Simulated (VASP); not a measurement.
Crystal: Mg.

```
Mg
1.0
     3.20930    0.00000    0.00000
    -1.60465    2.77934    0.00000
     0.00000    0.00000    5.21030
Mg
2
Direct
  0.66667 0.33333 0.75000
  0.33333 0.66667 0.25000
```

| Item | Value |
| --- | --- |
| Program | VASP 6.6.1 |
| Task | relaxation of cell and atoms |
| Functional | RPBE |
| Potentials or basis | VASP PAW PBE potentials, release 64 (Mg) |
| Cutoff | 600 eV |
| k mesh | 10 × 10 × 5 |
| Occupations | fermi-dirac, width 0.05 eV |
| Spin | no spin polarisation |

At the start: pressure 0.6 GPa; volume 23.24 Å³/atom.

Where does the relaxation end?

Over 7 steps the energy falls by 3.0 meV/atom and the volume is 23.65 Å³/atom (+1.8 %); space group P6_3/mmc (No. 194, to 0.05 Å).

The path:
```
step  energy change (eV)  largest force (eV/Å)  pressure (GPa)  volume (Å³)
   1              0.0000                0.0000            0.57        46.47
   2             -0.0028                0.0000            0.16        47.03
   3             -0.0030                0.0000           -0.78        48.42
   4             -0.0044                0.0000           -0.31        47.70
   5             -0.0058                0.0000           -0.24        47.62
   6             -0.0058                0.0000           -0.23        47.61
   7             -0.0060                0.0000           -0.03        47.31
```

Final structure:
```yaml
crystal:
  lattice:
    - [3.19718, 0.00000, 0.00000]
    - [-1.59859, 2.76884, 0.00000]
    - [0.00000, 0.00000, 5.34427]
  atoms:
    - { symbol: Mg, position: [0.66667, 0.33333, 0.75000] }
    - { symbol: Mg, position: [0.33333, 0.66667, 0.25000] }
```

Caveat: the PAW data sets were made with another functional, which shifts forces and pressure a little.
